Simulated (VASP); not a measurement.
# SiC (F-43m) in VASP: a series of runs, part 2 of 2

VASP 6.6.1. The steps go on from the part before.

## Step 4: Vibrations by perturbation theory, PBE (phonons at volume x 0.98)

File INCAR:

```
PREC = Accurate ; ENCUT = 520
EDIFF = 1E-8 ; ISMEAR = 0
SIGMA = 0.01 ; LREAL = False
LASPH = True ; NELM = 60
ALGO = Normal ; ISIF = 2
LWAVE = False ; LCHARG = False
GGA = PE ; IBRION = 8
NSW = 1 ; LEPSILON = True
```

File KPOINTS:

```
Automatic mesh
0
Gamma
  12 12 12
```

File POSCAR:

```
SiC
1.0
    0.0000000000      2.1751665816      2.1751665816
    2.1751665816      0.0000000000      2.1751665816
    2.1751665816      2.1751665816      0.0000000000
Si C
1 1
Direct
    0.0000000000      0.0000000000      0.0000000000
    0.7500000000      0.7500000000      0.7500000000
```

Potentials or basis: VASP PAW PBE potentials, release 64 (Si, C).

Run with:

```sh
$ cat potpaw_PBE.64/Si/POTCAR potpaw_PBE.64/C/POTCAR > POTCAR
$ mpirun -np 1 vasp_std > vasp.out
```

OUTCAR:

```text
PREC = Accurate
   ENCUT = 520
   EDIFF = 1E-8
   ISMEAR = 0
   LREAL = False
   LASPH = True
   NELM = 60
   ISIF = 2
   GGA = PE
   IBRION = 8
   NSW = 1
   LEPSILON = True

 ion  position               nearest neighbor table
   1  0.000  0.000  0.000-   2 1.88   2 1.88   2 1.88   2 1.88
   2  0.750  0.750  0.750-   1 1.88   1 1.88   1 1.88   1 1.88

  LATTYP: Found a face centered cubic cell.
 ALAT       =     4.3503331632

  Lattice vectors:

 A1 = (   0.0000000000,   2.1751665816,   2.1751665816)
 A2 = (   2.1751665816,   0.0000000000,   2.1751665816)
 A3 = (   2.1751665816,   2.1751665816,   0.0000000000)

Analysis of symmetry for initial positions (statically):
=====================================================================
 Subroutine PRICEL returns:
 Original cell was already a primitive cell.

 Routine SETGRP: Setting up the symmetry group for a
 face centered cubic supercell.

 Subroutine GETGRP returns: Found 24 space group operations
 (whereof 24 operations were pure point group operations)
 out of a pool of 48 trial point group operations.

The static configuration has the point symmetry T_d .

Analysis of symmetry for dynamics (positions and initial velocities):
=====================================================================
 Subroutine PRICEL returns:
 Original cell was already a primitive cell.

 Routine SETGRP: Setting up the symmetry group for a
 face centered cubic supercell.

 Subroutine GETGRP returns: Found 24 space group operations
[... 522 lines left out ...]
          XX          YY          ZZ          XY          YZ          ZX
  --------------------------------------------------------------------------------
  x    -0.00000    -0.00000    -0.00000     0.00000     0.99238     0.00000
  y     0.00000     0.00000    -0.00000     0.00000     0.00000     0.99238
  z    -0.00000     0.00000     0.00000     0.99238     0.00000     0.00000

 BORN EFFECTIVE CHARGES (including local field effects) (in |e|, cummulative output)
 ---------------------------------------------------------------------------------
 ion    1
    1     2.69892     0.00000     0.00000
    2     0.00000     2.69892     0.00000
    3     0.00000     0.00000     2.69892
 ion    2
    1    -2.69892     0.00000     0.00000
    2     0.00000    -2.69892     0.00000
    3     0.00000     0.00000    -2.69892

 INTERNAL STRAIN TENSOR FOR ION    2 for displacements in x,y,z  (eV/Angst):
          X           Y           Z          XY          YZ          ZX
  --------------------------------------------------------------------------------
  x     0.00000    -0.00000    -0.00000     0.00000     8.57024     0.00000
  y    -0.00000     0.00000    -0.00000     0.00000     0.00000     8.57024
  z    -0.00000    -0.00000     0.00000     8.57024     0.00000     0.00000

 SECOND DERIVATIVES (NOT SYMMETRIZED)
 ------------------------------------
               1X          1Y          1Z          2X          2Y          2Z
  1X   -19.433090    0.000000    0.000000   19.433090    0.000000    0.000000
  1Y     0.000000  -19.433090    0.000000    0.000000   19.433090    0.000000
  1Z     0.000000    0.000000  -19.433090    0.000000    0.000000   19.433090
  2X    19.432002    0.000000    0.000000  -19.432002    0.000000    0.000000
  2Y     0.000000   19.432002    0.000000    0.000000  -19.432002    0.000000
  2Z     0.000000    0.000000   19.432002    0.000000    0.000000  -19.432002

 Eigenvectors and eigenvalues of the dynamical matrix
 ----------------------------------------------------

   1 f  =   23.759477 THz   149.285195 2PiTHz  792.530836 cm-1    98.261256 meV
             X         Y         Z           dx          dy          dz
      0.000000  0.000000  0.000000    -0.547328    0.000000    0.000000
      3.262750  3.262750  3.262750     0.836918    0.000000    0.000000
[... 21 lines left out ...]
   6 f/i=    0.000305 THz     0.001914 2PiTHz    0.010163 cm-1     0.001260 meV
             X         Y         Z           dx          dy          dz
      0.000000  0.000000  0.000000    -0.836918    0.000000    0.000000
      3.262750  3.262750  3.262750    -0.547328    0.000000    0.000000

--------------------------------------------------------------------------------------------------------

 MACROSCOPIC STATIC DIELECTRIC TENSOR IONIC CONTRIBUTION
 ------------------------------------------------------
           3.295394    -0.000000    -0.000000
          -0.000000     3.295394     0.000000
          -0.000000     0.000000     3.295394
 ------------------------------------------------------

 ELASTIC MODULI CONTR FROM IONIC RELAXATION (kBar)
 Direction    XX          YY          ZZ          XY          YZ          ZX
 --------------------------------------------------------------------------------
 XX          -0.0000     -0.0000     -0.0000     -0.0000     -0.0000     -0.0000
 YY          -0.0000     -0.0000     -0.0000     -0.0000     -0.0000     -0.0000
 ZZ          -0.0000     -0.0000     -0.0000     -0.0000     -0.0000     -0.0000
 XY          -0.0000     -0.0000     -0.0000   -271.1204      0.0000     -0.0000
 YZ          -0.0000     -0.0000     -0.0000      0.0000   -271.1204     -0.0000
 ZX          -0.0000     -0.0000     -0.0000     -0.0000     -0.0000   -271.1204
 --------------------------------------------------------------------------------

 PIEZOELECTRIC TENSOR IONIC CONTR  for field in x, y, z        (C/m^2)
          XX          YY          ZZ          XY          YZ          ZX
  --------------------------------------------------------------------------------
  x    -0.00000    -0.00000    -0.00000     0.00000    -0.88942     0.00000
  y    -0.00000    -0.00000    -0.00000    -0.00000     0.00000    -0.88942
  z    -0.00000    -0.00000    -0.00000    -0.88942     0.00000    -0.00000
```

stdout:

```text
POSCAR found type information on POSCAR SiC
 POSCAR found :  2 types and       2 ions
 scaLAPACK will be used
 LDA part: xc-table for (Slater+PW92), standard interpolation
 POSCAR, INCAR and KPOINTS ok, starting setup
 FFT: planning ... GRIDC
 FFT: planning ... GRID_SOFT
 FFT: planning ... GRID
 WAVECAR not read
 entering main loop
[... 23 lines left out ...]
  Direction:   3
 dielectric tensor                  component  3 :     0.922     1.489     6.958
 Linear response DOF=           2
 Linear response progress:
 first order change of Fermi-energy   0.30015E-02
 force on displaced ion       1 direction 1 : -19.433   0.000   0.000
 Born effective charge ion    1 direction 1 :   2.698   0.000   0.000
 Linear response progress:
 first order change of Fermi-energy  -0.26679E-02
 force on displaced ion       2 direction 1 : -19.432   0.000   0.000
 Born effective charge ion    2 direction 1 :  -2.699   0.000   0.000
 Born effective charges drift removed
 Linear response finished
```

It took 2.1 min on 1 thread of Intel Xeon 6975P-C, shared host; peak memory 0.24 GiB.

What came out:

* Electronic dielectric tensor (diagonal): 6.96
* Born charges (mean of the diagonal): Si +2.70; C -2.70 e
* Highest phonon frequency at Γ, LO-TO splitting left out: 793 cm⁻¹

Phonon frequencies in cm⁻¹ (negative: imaginary):
```csv
q point,frequencies
"(0.000, 0.000, 0.000)",0 0 0 793 793 793
```

Electronic dielectric tensor:
```
6.96 0.00 0.00
0.00 6.96 0.00
0.00 0.00 6.96
```

Born effective charge tensors (e):
atom 1, Si
```
2.70 0.00 0.00
0.00 2.70 0.00
0.00 0.00 2.70
```
atom 2, C
```
-2.70  0.00  0.00
 0.00 -2.70  0.00
 0.00  0.00 -2.70
```

Caveat: the cell differs from its parent crystal (phonons at volume x 0.98); the cell wasn't relaxed at this level first, which shifts response properties.

## Step 5: Vibrations by perturbation theory, PBE

This run uses another cell than the first one, of 10.36 Å³/atom, 1.050 times its volume.

File INCAR:

```
SYSTEM = SiC
PREC = Accurate
ENCUT = 520
EDIFF = 1E-8
ISMEAR = 0
SIGMA = 0.01
LREAL = .False.
LASPH = .True.
NELM = 60
ALGO = Normal
ISIF = 2
LWAVE = .False.
LCHARG = .False.
GGA = PE
IBRION = 8
NSW = 1
LEPSILON = .True.
```

File KPOINTS:

```
regular mesh
0
Gamma
  12 12 12
  0 0 0
```

File POSCAR:

```
SiC
1.0
    0.0000000000      2.1798722208      2.1798722208
    2.1798722208      0.0000000000      2.1798722208
    2.1798722208      2.1798722208      0.0000000000
Si C
1 1
Direct
    0.0000000000      0.0000000000      0.0000000000
    0.7500000000      0.7500000000      0.7500000000
```

Potentials or basis: VASP PAW PBE potentials, release 64 (Si, C).

Run with:

```sh
$ cat potpaw_PBE.64/Si/POTCAR potpaw_PBE.64/C/POTCAR > POTCAR
$ mpirun -np 1 vasp_std > vasp.out
```

OUTCAR:

```text
SYSTEM = SiC
   PREC = Accurate
   ENCUT = 520
   EDIFF = 1E-8
   ISMEAR = 0
   LREAL = .False.
   LASPH = .True.
   NELM = 60
   ISIF = 2
   GGA = PE
   IBRION = 8
   NSW = 1
   LEPSILON = .True.

 ion  position               nearest neighbor table
   1  0.000  0.000  0.000-   2 1.89   2 1.89   2 1.89   2 1.89
   2  0.750  0.750  0.750-   1 1.89   1 1.89   1 1.89   1 1.89

  LATTYP: Found a face centered cubic cell.
 ALAT       =     4.3597444416

  Lattice vectors:

 A1 = (   0.0000000000,   2.1798722208,   2.1798722208)
 A2 = (   2.1798722208,   0.0000000000,   2.1798722208)
 A3 = (   2.1798722208,   2.1798722208,   0.0000000000)

Analysis of symmetry for initial positions (statically):
=====================================================================
 Subroutine PRICEL returns:
 Original cell was already a primitive cell.

 Routine SETGRP: Setting up the symmetry group for a
 face centered cubic supercell.

 Subroutine GETGRP returns: Found 24 space group operations
 (whereof 24 operations were pure point group operations)
 out of a pool of 48 trial point group operations.

The static configuration has the point symmetry T_d .

Analysis of symmetry for dynamics (positions and initial velocities):
=====================================================================
 Subroutine PRICEL returns:
 Original cell was already a primitive cell.

 Routine SETGRP: Setting up the symmetry group for a
 face centered cubic supercell.

 Subroutine GETGRP returns: Found 24 space group operations
 (whereof 24 operations were pure point group operations)
 out of a pool of 48 trial point group operations.

The dynamic configuration has the point symmetry T_d .

 Subroutine INISYM returns: Found 24 space group operations
 (whereof 24 operations are pure point group operations),
 and found     1 'primitive' translations

----------------------------------------------------------------------------------------

                                     Primitive cell

  volume of cell :      20.7168

  direct lattice vectors                    reciprocal lattice vectors
     0.000000000  2.179872221  2.179872221    -0.229371243  0.229371243  0.229371243
     2.179872221  0.000000000  2.179872221     0.229371243 -0.229371243  0.229371243
     2.179872221  2.179872221  0.000000000     0.229371243  0.229371243 -0.229371243

  length of vectors
     3.082804859  3.082804859  3.082804859     0.397282646  0.397282646  0.397282646

  position of ions in fractional coordinates (direct lattice)
     0.000000000  0.000000000  0.000000000
     0.750000000  0.750000000  0.750000000

[... 452 lines left out ...]
 -----------------------------------------------------------------------------
    -0.00053  0.99123  0.00000
     0.99123 -0.00053  0.00000
     0.00000  0.00000  0.00066

--------------------------------------- Ionic step        4  -------------------------------------------

------------------------ aborting loop because EDIFF is reached ----------------------------------------

[... ionic steps 5 to 6 ...]

--------------------------------------- Ionic step        7  -------------------------------------------

 Free energy of the ion-electron system (eV)
  ---------------------------------------------------
  ---------------------------------------------------
  free energy    TOTEN  =        -0.12508467 eV

  energy without entropy =       -0.12508467

------------------------ aborting loop because EDIFF is reached ----------------------------------------

 INTERNAL STRAIN TENSOR  FOR ION    2  DIRECTION 1   (eV/Angst):
 -----------------------------------------------------------------------------
    -0.00248  0.00000  0.00000
     0.00000  0.00079  8.22234
     0.00000  8.22234  0.00079

 MACROSCOPIC STATIC DIELECTRIC TENSOR (including local field effects in DFT)
 ------------------------------------------------------
           6.974972     0.000000    -0.000000
          -0.000000     6.974972     0.000000
           0.000000    -0.000000     6.974972
 ------------------------------------------------------

 PIEZOELECTRIC TENSOR (including local field effects)  for field in x, y, z        (e  Angst)
          XX          YY          ZZ          XY          YZ          ZX
  --------------------------------------------------------------------------------
  x    -0.00000    -0.00000    -0.00000     0.00000     1.27992     0.00000
  y    -0.00000     0.00000     0.00000     0.00000     0.00000     1.27992
  z    -0.00000    -0.00000    -0.00000     1.27992     0.00000     0.00000

 PIEZOELECTRIC TENSOR (including local field effects)  for field in x, y, z        (C/m^2)
          XX          YY          ZZ          XY          YZ          ZX
  --------------------------------------------------------------------------------
  x    -0.00000    -0.00000    -0.00000     0.00000     0.98985     0.00000
  y    -0.00000     0.00000     0.00000     0.00000     0.00000     0.98985
  z    -0.00000    -0.00000    -0.00000     0.98985     0.00000     0.00000

 BORN EFFECTIVE CHARGES (including local field effects) (in |e|, cummulative output)
 ---------------------------------------------------------------------------------
 ion    1
    1     2.69421    -0.00000    -0.00000
    2     0.00000     2.69421    -0.00000
    3    -0.00000     0.00000     2.69421
 ion    2
    1    -2.69421     0.00000     0.00000
    2    -0.00000    -2.69421     0.00000
    3     0.00000     0.00000    -2.69421

 INTERNAL STRAIN TENSOR FOR ION    2 for displacements in x,y,z  (eV/Angst):
          X           Y           Z          XY          YZ          ZX
  --------------------------------------------------------------------------------
  x    -0.00000     0.00000     0.00000     0.00000     8.22234     0.00000
  y     0.00000     0.00000     0.00000     0.00000     0.00000     8.22234
  z     0.00000     0.00000    -0.00000     8.22234     0.00000     0.00000

 SECOND DERIVATIVES (NOT SYMMETRIZED)
 ------------------------------------
               1X          1Y          1Z          2X          2Y          2Z
  1X   -19.152291    0.000000    0.000000   19.152291    0.000000    0.000000
  1Y     0.000000  -19.152291    0.000000    0.000000   19.152291    0.000000
  1Z     0.000000    0.000000  -19.152291    0.000000    0.000000   19.152291
  2X    19.152042    0.000000    0.000000  -19.152042    0.000000    0.000000
  2Y     0.000000   19.152042    0.000000    0.000000  -19.152042    0.000000
  2Z     0.000000    0.000000   19.152042    0.000000    0.000000  -19.152042

 Eigenvectors and eigenvalues of the dynamical matrix
 ----------------------------------------------------

   1 f  =   23.587550 THz   148.204950 2PiTHz  786.795989 cm-1    97.550226 meV
             X         Y         Z           dx          dy          dz
      0.000000  0.000000  0.000000    -0.547320    0.000000    0.000000
      3.269808  3.269808  3.269808     0.836924    0.000000    0.000000
[... 21 lines left out ...]
   6 f/i=    0.000070 THz     0.000441 2PiTHz    0.002344 cm-1     0.000291 meV
             X         Y         Z           dx          dy          dz
      0.000000  0.000000  0.000000    -0.836924    0.000000    0.000000
      3.269808  3.269808  3.269808    -0.547320    0.000000    0.000000

--------------------------------------------------------------------------------------------------------

 MACROSCOPIC STATIC DIELECTRIC TENSOR IONIC CONTRIBUTION
 ------------------------------------------------------
           3.310461    -0.000000    -0.000000
          -0.000000     3.310461    -0.000000
          -0.000000    -0.000000     3.310461
 ------------------------------------------------------

 ELASTIC MODULI CONTR FROM IONIC RELAXATION (kBar)
 Direction    XX          YY          ZZ          XY          YZ          ZX
 --------------------------------------------------------------------------------
 XX          -0.0000      0.0000      0.0000      0.0000      0.0000      0.0000
 YY           0.0000     -0.0000      0.0000      0.0000      0.0000      0.0000
 ZZ           0.0000      0.0000     -0.0000      0.0000      0.0000      0.0000
 XY           0.0000      0.0000      0.0000   -250.8442      0.0000      0.0000
 YZ           0.0000      0.0000      0.0000      0.0000   -250.8442      0.0000
 ZX           0.0000      0.0000      0.0000      0.0000      0.0000   -250.8442
 --------------------------------------------------------------------------------

 PIEZOELECTRIC TENSOR IONIC CONTR  for field in x, y, z        (C/m^2)
          XX          YY          ZZ          XY          YZ          ZX
  --------------------------------------------------------------------------------
  x     0.00000    -0.00000    -0.00000     0.00000    -0.85747     0.00000
  y     0.00000     0.00000    -0.00000     0.00000    -0.00000    -0.85747
  z    -0.00000     0.00000     0.00000    -0.85747     0.00000     0.00000
```

OSZICAR:

```text
N       E                     dE             d eps       ncg     rms          rms(c)
DAV:   1     0.337806691180E+01    0.33781E+01   -0.41454E+03  1208   0.846E+02
DAV:   2    -0.165353725050E+02   -0.19913E+02   -0.18963E+02  1624   0.106E+02
DAV:   3    -0.169089073992E+02   -0.37353E+00   -0.37353E+00  1376   0.174E+01
DAV:   4    -0.169098496677E+02   -0.94227E-03   -0.94227E-03  1792   0.935E-01
[... 150 lines left out ...]
RMM:   7    -0.125083269844E+00    0.57689E-05   -0.46649E-08  7698   0.121E-03    0.111E-04
RMM:   8    -0.125084720923E+00   -0.14511E-05   -0.85010E-11  7803   0.247E-04    0.351E-05
RMM:   9    -0.125084681670E+00    0.39254E-07    0.74646E-09  7998   0.874E-05    0.440E-06
RMM:  10    -0.125084668872E+00    0.12798E-07   -0.66417E-09  8147   0.192E-05    0.320E-06
RMM:  11    -0.125084674998E+00   -0.61260E-08    0.28392E-08  7021   0.162E-05    0.490E-07
 Linear response finished
```

It took 2.2 min on 1 thread of Intel Xeon 6975P-C, shared host; peak memory 0.24 GiB.

What came out:

| Property | Result |
| --- | --- |
| Electronic dielectric tensor (diagonal) | 6.97 |
| Born charges (mean of the diagonal) | Si +2.69; C -2.69 e |
| Highest phonon frequency at Γ, LO-TO splitting left out | 787 cm⁻¹ |

Phonon frequencies in cm⁻¹ (negative: imaginary):
```tsv
q point	frequencies
(0.000, 0.000, 0.000)	0 0 0 787 787 787
```

Electronic dielectric tensor:
```
6.97 0.00 0.00
0.00 6.97 0.00
0.00 0.00 6.97
```

Born effective charge tensors (e):
atom 1, Si
```
2.69 0.00 0.00
0.00 2.69 0.00
0.00 0.00 2.69
```
atom 2, C
```
-2.69  0.00  0.00
 0.00 -2.69  0.00
 0.00  0.00 -2.69
```

Caveat: the cell wasn't relaxed at this level first, which shifts response properties.
